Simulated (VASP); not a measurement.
Crystal: Si3O2.

```
Si O
1.0
     2.82543    0.00000    0.00000
     0.00000    2.82543    0.00000
     0.00000    0.00000    8.55622
Si O
3 2
Direct
  0.00000 0.00000 0.33503
  0.00000 0.00000 0.66497
  0.00000 0.00000 0.00000
  0.00000 0.00000 0.50000
  0.50000 0.50000 0.00000
```

* Program: VASP 6.6.1
* Task: relaxation of cell and atoms
* Functional: PBE
* Potentials or basis: VASP PAW PBE potentials, release 64 (Si, O)
* Cutoff: 600 eV
* k mesh: 6 × 6 × 2
* Occupations: gaussian, width 0.1 eV
* Spin: no spin polarisation

At the start: pressure 28.0 GPa; volume 13.66 Å³/atom.

Task: Where does the relaxation end?

Result: Over 15 steps the energy falls by 640.7 meV/atom and the volume is 12.79 Å³/atom (-6.4 %); space group P4/mmm (No. 123, to 0.05 Å).

The path:
| step | energy change (eV) | largest force (eV/Å) | pressure (GPa) | volume (Å³) |
| --- | --- | --- | --- | --- |
| 1 | 0.0000 | 15.5261 | 27.96 | 68.30 |
| 2 | 3.3743 | 0.1373 | -13.27 | 91.21 |
| 3 | 2.8065 | 0.4950 | -13.53 | 88.34 |
| 4 | 2.1641 | 0.8874 | -14.08 | 85.58 |
| 5 | -0.6250 | 2.8948 | -14.73 | 77.03 |
| 6 | -2.5496 | 2.3599 | -11.01 | 72.69 |
| 7 | -3.0310 | 0.0723 | -5.09 | 70.50 |
| 8 | -3.0391 | 0.7056 | -3.69 | 70.13 |
| 9 | -3.0397 | 0.5755 | -3.98 | 70.21 |
| 10 | -3.1284 | 0.6576 | -1.99 | 67.43 |
| 11 | -3.1825 | 0.7077 | 1.77 | 63.87 |
| 12 | -3.1800 | 0.8154 | -1.02 | 63.73 |
| 13 | -3.1987 | 0.0471 | 0.33 | 63.80 |
| 14 | -3.2023 | 0.0064 | 0.22 | 63.99 |
| 15 | -3.2035 | 0.0185 | 0.24 | 63.93 |

Final structure:
```
Si O
1.0
     2.76292    0.00000    0.00000
     0.00000    2.76292    0.00000
     0.00000    0.00000    8.37417
Si O
3 2
Cartesian
  0.0000 0.0000 2.5326
  0.0000 0.0000 5.8416
  0.0000 0.0000 0.0000
  0.0000 0.0000 4.1871
  1.3815 1.3815 0.0000
```

Caveat: the k points lie up to 0.38 Å⁻¹ apart in the final cell.
